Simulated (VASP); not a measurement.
Ba, 1 atom in the cell. Symmetry: Im-3m, No. 229, cubic system. Conventional cell: a = 4.844 Å, b = 4.844 Å, c = 4.844 Å, α = 90.00°, β = 90.00°, γ = 90.00°. Ba (site symmetry m-3m) has 14 Ba at 4.20 to 4.84 Å within 5.5 Å. 

```yaml
Program: VASP 6.6.1
Task: single point
Functional: PBE
Potentials_or_basis: VASP PAW PBE potentials, release 64 (Ba_sv)
Cutoff: 520 eV
k_mesh: 8 × 8 × 8
Occupations: tetrahedron
Spin: no spin polarisation
Dipole_correction: no
Further_INCAR_settings: ALGO = Fast; EDIFF = 1e-06; NBANDS = 11
```

Potentials or basis: VASP PAW PBE potentials, release 64 (Ba_sv).

Launch:

```sh
$ cat potpaw_PBE.64/Ba_sv/POTCAR > POTCAR
$ mpirun -np 1 vasp_std > vasp.out
```

Hardware: 1 thread of AMD EPYC 7R13 (shared host).

Task: Estimate the wall time of this run.

Result: It took 28 s on 1 thread of AMD EPYC 7R13, with other jobs on the host, peak memory 0.15 GiB. Counts: scf iterations 12, k points 29.
